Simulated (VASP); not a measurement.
# GaAs (F-43m) in VASP: notebook, part 2 of 2

VASP 6.6.1.

**3. Phonons, r2SCAN**

This run uses another cell than the first one, of 22.75 Å³/atom.

The input, INCAR:

```
SYSTEM = GaAs
ALGO = Normal ; EDIFF = 1E-8
ENCUT = 520 ; IBRION = 6
ISIF = 2 ; ISMEAR = 0
LASPH = .True. ; LCHARG = .False.
LMIXTAU = .True. ; LREAL = .False.
LWAVE = .False. ; METAGGA = R2SCAN
NELM = 60 ; NFREE = 2
NSW = 1 ; POTIM = 0.015
PREC = Accurate ; SIGMA = 0.01
```

The input, KPOINTS:

```
k-points
0
Gamma
  8 8 8
  0 0 0
```

The input, POSCAR:

```
GaAs
1.0
    2.8334300943      2.8334300943      0.0000000000
   -2.8334300943      2.8334300943      0.0000000000
    0.0000000000      2.8334300943      2.8334300943
Ga As
1 1
Direct
    0.0000000000      0.0000000000      0.0000000000
    0.7500000000      0.2500000000      0.5000000000
```

Potentials or basis: VASP PAW PBE potentials, release 64 (Ga_d, As).

Launch:

```console
cat potpaw_PBE.64/Ga_d/POTCAR potpaw_PBE.64/As/POTCAR > POTCAR
mpirun -np 1 vasp_std > vasp.out
```

OUTCAR:

```text
SYSTEM = GaAs
   EDIFF = 1E-8
   ENCUT = 520
   IBRION = 6
   ISIF = 2
   ISMEAR = 0
   LASPH = .True.
   LREAL = .False.
   METAGGA = R2SCAN
   NELM = 60
   NFREE = 2
   NSW = 1
   POTIM = 0.015
   PREC = Accurate

 ion  position               nearest neighbor table
   1  0.000  0.000  0.000-   2 2.45   2 2.45   2 2.45   2 2.45
   2  0.750  0.250  0.500-   1 2.45   1 2.45   1 2.45   1 2.45

  LATTYP: Found a face centered cubic cell.
 ALAT       =     5.6668601886

  Lattice vectors:

 A1 = (   0.0000000000,   2.8334300943,   2.8334300943)
 A2 = (   2.8334300943,   0.0000000000,   2.8334300943)
 A3 = (   2.8334300943,   2.8334300943,   0.0000000000)

Analysis of symmetry for initial positions (statically):
=====================================================================
 Subroutine PRICEL returns:
 Original cell was already a primitive cell.

 Routine SETGRP: Setting up the symmetry group for a
 face centered cubic supercell.

 Subroutine GETGRP returns: Found 24 space group operations
 (whereof 24 operations were pure point group operations)
 out of a pool of 48 trial point group operations.

The static configuration has the point symmetry T_d .

Analysis of symmetry for dynamics (positions and initial velocities):
=====================================================================
 Subroutine PRICEL returns:
 Original cell was already a primitive cell.

 Routine SETGRP: Setting up the symmetry group for a
 face centered cubic supercell.

 Subroutine GETGRP returns: Found 24 space group operations
 (whereof 24 operations were pure point group operations)
 out of a pool of 48 trial point group operations.

The dynamic configuration has the point symmetry T_d .

 Subroutine INISYM returns: Found 24 space group operations
 (whereof 24 operations are pure point group operations),
 and found     1 'primitive' translations

----------------------------------------------------------------------------------------

                                     Primitive cell

  volume of cell :      45.4954

  direct lattice vectors                    reciprocal lattice vectors
     2.833430094  2.833430094  0.000000000     0.176464562  0.176464562 -0.176464562
    -2.833430094  2.833430094  0.000000000    -0.176464562  0.176464562 -0.176464562
     0.000000000  2.833430094  2.833430094     0.000000000  0.000000000  0.352929124

  length of vectors
     4.007075267  4.007075267  4.007075267     0.305645587  0.305645587  0.352929124

  position of ions in fractional coordinates (direct lattice)
     0.000000000  0.000000000  0.000000000
     0.750000000  0.250000000  0.500000000

  ion indices of the primitive-cell ions
[... 112 lines left out ...]
 NGX is ok and might be reduce to    30
   NGX = 15   NGY = 15   NGZ = 15

--------------------------------------- Ionic step        1  -------------------------------------------

 number of electron      17.9999990 magnetization

 Free energy of the ion-electron system (eV)
  ---------------------------------------------------
  ext. energy  EPLUGINS =         0.00000000
  ---------------------------------------------------
  free energy    TOTEN  =       -27.05325640 eV

  energy without entropy =      -27.05325640  energy(sigma->0) =      -27.05325640

------------------------ aborting loop because EDIFF is reached ----------------------------------------

  FORCE on cell =-STRESS in cart. coord.  units (eV):
  Direction    XX          YY          ZZ          XY          YZ          ZX
  --------------------------------------------------------------------------------------
  -------------------------------------------------------------------------------------
  Total        0.0258103      0.0258103      0.0258103     -0.0000000     -0.0000000      0.0000000
  in kB        0.9089412      0.9089412      0.9089412     -0.0000000     -0.0000000      0.0000000
  external PRESSURE =       0.9089412 kB  Pullay stress =       0.0000000 kB
[... 131 lines left out ...]
--------------------------------------- Ionic step        5  -------------------------------------------

 number of electron      17.9999990 magnetization

 Free energy of the ion-electron system (eV)
  ---------------------------------------------------
  ext. energy  EPLUGINS =         0.00000000
  ---------------------------------------------------
  free energy    TOTEN  =       -27.05219388 eV

  energy without entropy =      -27.05219388  energy(sigma->0) =      -27.05219388

 E-fermi :   3.7661     XC(G=0): -10.2219

 val. band max:        3.6605525672   @ k =   0.0000   0.0000   0.0000
 cond. band min:       4.5539772468   @ k =   0.0000   0.0000   0.0000
 fundamental gap:      0.8934246796
 Fermi energy:         3.7660747501

 k-point     1 :       0.0000    0.0000    0.0000
  band No.  band energies     occupation
      1     -11.6122      2.00000
      2     -11.6108      2.00000
      3     -11.6089      2.00000
      4     -11.5229      2.00000
      5     -11.5229      2.00000
      6      -9.5451      2.00000
      7       3.5660      2.00000
      8       3.6143      2.00000
      9       3.6606      2.00000
     10       4.5540      0.00000
     11       7.6213      0.00000
     12       7.6520      0.00000
     13       7.6850      0.00000
[... 354 lines left out ...]
  band No.  band energies     occupation
      1     -11.7060      2.00000
      2     -11.5832      2.00000
      3     -11.5755      2.00000
      4     -11.5275      2.00000
      5     -11.5193      2.00000
      6      -7.3525      2.00000
      7      -3.0334      2.00000
      8       0.3386      2.00000
      9       1.6548      2.00000
     10       6.9885      0.00000
     11       8.1717      0.00000
     12      10.3574      0.00000
     13      11.8064      0.00000

 [... further k-points ...]

------------------------ aborting loop because EDIFF is reached ----------------------------------------

  FORCE on cell =-STRESS in cart. coord.  units (eV):
  Direction    XX          YY          ZZ          XY          YZ          ZX
  --------------------------------------------------------------------------------------
  -------------------------------------------------------------------------------------
  Total        0.0263610      0.0285742      0.0285742      0.0000000     -0.1052550      0.0000000
  in kB        0.9283371      1.0062769      1.0062769      0.0000000     -3.7066870      0.0000000
  external PRESSURE =       0.9802970 kB  Pullay stress =       0.0000000 kB
[... 17 lines left out ...]
  FREE ENERGIE OF THE ION-ELECTRON SYSTEM (eV)
  ---------------------------------------------------
  free  energy   TOTEN  =       -27.0521938837 eV

  energy  without entropy=      -27.0521938837  energy(sigma->0) =      -27.05219388

 INTERNAL STRAIN TENSORS FROM DISPLACED ATOMS
 ============================================

 INTERNAL STRAIN TENSOR FOR ION    1 for displacements in x,y,z  (eV/Angst):
          X           Y           Z          XY          YZ          ZX
  --------------------------------------------------------------------------------
  x     0.00000     0.00000     0.00000     0.00000    -6.68780     0.00000
  y     0.00000     0.00000     0.00000     0.00000     0.00000    -6.68780
  z     0.00000     0.00000     0.00000    -6.68780     0.00000     0.00000

 INTERNAL STRAIN TENSOR FOR ION    2 for displacements in x,y,z  (eV/Angst):
          X           Y           Z          XY          YZ          ZX
  --------------------------------------------------------------------------------
  x    -0.00000     0.00000     0.00000     0.00000     6.98494     0.00000
  y    -0.00000     0.00000    -0.00000     0.00000     0.00000     6.98494
  z     0.00000     0.00000    -0.00000     6.98494     0.00000     0.00000

 Eigenvectors and eigenvalues of the dynamical matrix
 ----------------------------------------------------

   1 f  =    8.001890 THz    50.277357 2PiTHz  266.914318 cm-1    33.093143 meV
             X         Y         Z           dx          dy          dz
      0.000000  0.000000  0.000000     0.000000    0.720460   -0.000000
      1.416715  4.250145  1.416715     0.000000   -0.693496    0.000000
[... 21 lines left out ...]
   6 f/i=    0.008741 THz     0.054920 2PiTHz    0.291561 cm-1     0.036149 meV
             X         Y         Z           dx          dy          dz
      0.000000  0.000000  0.000000    -0.693496    0.000000    0.000000
      1.416715  4.250145  1.416715    -0.720460   -0.000000    0.000000

 ELASTIC MODULI CONTR FROM IONIC RELAXATION (kBar)
 Direction    XX          YY          ZZ          XY          YZ          ZX
 --------------------------------------------------------------------------------
 XX          -0.0000      0.0000      0.0000     -0.0000      0.0000      0.0000
 YY           0.0000     -0.0000      0.0000     -0.0000     -0.0000      0.0000
 ZZ           0.0000      0.0000     -0.0000      0.0000     -0.0000      0.0000
 XY          -0.0000     -0.0000      0.0000   -173.9569      0.0000      0.0000
 YZ           0.0000     -0.0000     -0.0000      0.0000   -173.9569     -0.0000
 ZX           0.0000      0.0000      0.0000      0.0000     -0.0000   -173.9569
 --------------------------------------------------------------------------------
```

OSZICAR:

```text
N       E                     dE             d eps       ncg     rms          rms(c)
DAV:   1     0.643296023918E+02    0.64330E+02   -0.95717E+03   762   0.190E+03
DAV:   2    -0.225871452126E+02   -0.86917E+02   -0.84143E+02   824   0.344E+02
DAV:   3    -0.290310915443E+02   -0.64439E+01   -0.64095E+01   969   0.789E+01
[... 68 lines left out ...]
DAV:   6    -0.270521930506E+02    0.32636E-07   -0.28033E-06  2910   0.142E-02    0.937E-04
DAV:   7    -0.270521938451E+02   -0.79450E-06   -0.85250E-07  2545   0.839E-03    0.724E-04
DAV:   8    -0.270521937983E+02    0.46779E-07   -0.13002E-07  2690   0.367E-03    0.267E-04
DAV:   9    -0.270521938583E+02   -0.60064E-07   -0.85117E-08  2560   0.295E-03    0.134E-04
DAV:  10    -0.270521938820E+02   -0.23672E-07   -0.54810E-09  1768   0.815E-04    0.554E-05
DAV:  11    -0.270521938837E+02   -0.16721E-08   -0.10137E-09  1265   0.270E-04
   5 F= -.27052194E+02 E0= -.27052194E+02  d E =-.482796E-53
```

stdout:

```text
POSCAR found type information on POSCAR GaAs
 POSCAR found :  2 types and       2 ions
 scaLAPACK will be used
 -----------------------------------------------------------------------------
|                                                                             |
|                                                                             |
|     You enforced a specific xc type in the INCAR file but a different       |
|     I HOPE YOU KNOW WHAT YOU ARE DOING!                                     |
|                                                                             |
 -----------------------------------------------------------------------------

 LDA part: xc-table for (None), standard interpolation
 POSCAR, INCAR and KPOINTS ok, starting setup
 FFT: planning ... GRIDC
 FFT: planning ... GRID_SOFT
 FFT: planning ... GRID
 WAVECAR not read
 entering main loop
 Found     2 degrees of freedom:
 Finite differences POTIM= 0.01500 DOF=   2
 bond charge predicted
 Finite differences progress:
 bond charge predicted
 Finite differences progress:
 bond charge predicted
 Finite differences progress:
 bond charge predicted
 Finite differences progress:
```

Wall time 13 min (1 thread of AMD EPYC 9R45 (Zen 5), shared host); peak memory 0.21 GiB.

Results:

```yaml
Highest_phonon_frequency_at_Γ_LO-TO_splitting_left_out: 267 cm⁻¹
```

Phonon frequencies in cm⁻¹ (negative: imaginary):
```
              q point        frequencies
(0.000, 0.000, 0.000)  0 0 0 267 267 267
```

Caveat: the PAW data sets were made with another functional, which shifts forces and pressure a little.
